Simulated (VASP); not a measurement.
Input of a VASP 6.6.1 run:

INCAR

```
ALGO = Normal ; EDIFF = 1E-6
ENCUT = 520 ; GGA = PE
ISIF = 2 ; ISMEAR = 0
LASPH = T ; LCHARG = F
LREAL = F ; LWAVE = F
NBANDS = 16 ; NELM = 100
PREC = Accurate ; SIGMA = 0.1
```

Contents of KPOINTS:

```
k-points
0
Gamma
  16 16 12
```

The input POSCAR:

```
LiAgC
1.0
    3.0881151050      0.0000000000      0.0000000000
    0.0000000000      3.0881151050      0.0000000000
    0.0000000000      0.0000000000      4.1275460360
Li Ag C
1 1 1
Direct
    0.5000000000      0.5000000000      0.5000000000
    0.0000000000      0.0000000000      0.0000000000
    0.0000000000      0.0000000000      0.5000000000
```

Potentials or basis: VASP PAW PBE potentials, release 64 (Li_sv, Ag, C).

Run with:

```console
$ cat potpaw_PBE.64/Li_sv/POTCAR potpaw_PBE.64/Ag/POTCAR potpaw_PBE.64/C/POTCAR > POTCAR
$ mpirun -np 1 vasp_std > vasp.out
```

Estimate the band gap on the k mesh.

zero (band 9 reaches 6.41 eV, above the bottom of band 10 at 3.88 eV).
